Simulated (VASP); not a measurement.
A run of VASP 6.6.1:

Contents of INCAR:

```
PREC = Accurate
ENCUT = 520
EDIFF = 1E-7
ISMEAR = -1
SIGMA = 0.1
LREAL = F
LASPH = T
NELM = 60
ALGO = Normal
ISIF = 2
LWAVE = F
LCHARG = F
GGA = RE
NBANDS = 12
```

The input KPOINTS:

```
Automatic mesh
0
Gamma
  18 18 5
```

The input POSCAR:

```
Be
1.0
    2.2719206993      0.0000000000      0.0000000000
   -1.1359603497      1.9675410410      0.0000000000
    0.0000000000      0.0000000000      7.2270718984
Be
4
Direct
    1.0000000000      1.0000000000      1.0000000000
    1.0000000000      1.0000000000      0.5000000000
    0.3333333333      0.6666666667      0.2500000000
    0.6666666667      0.3333333333      0.7500000000
```

Potentials or basis: VASP PAW PBE potentials, release 64 (Be).

Launch:

```sh
$ cat potpaw_PBE.64/Be/POTCAR > POTCAR
$ mpirun -np 1 vasp_std > vasp.out
```

Hardware: 1 thread of Intel(R) Xeon(R) 6975P-C (Granite Rapids), on a shared host.

Q: How long does it take, and how much memory?

A: Run time: 19 s on 1 thread of Intel(R) Xeon(R) 6975P-C (Granite Rapids), on a shared host, peak memory 0.15 GiB. Counts: scf iterations 13, k points 111.
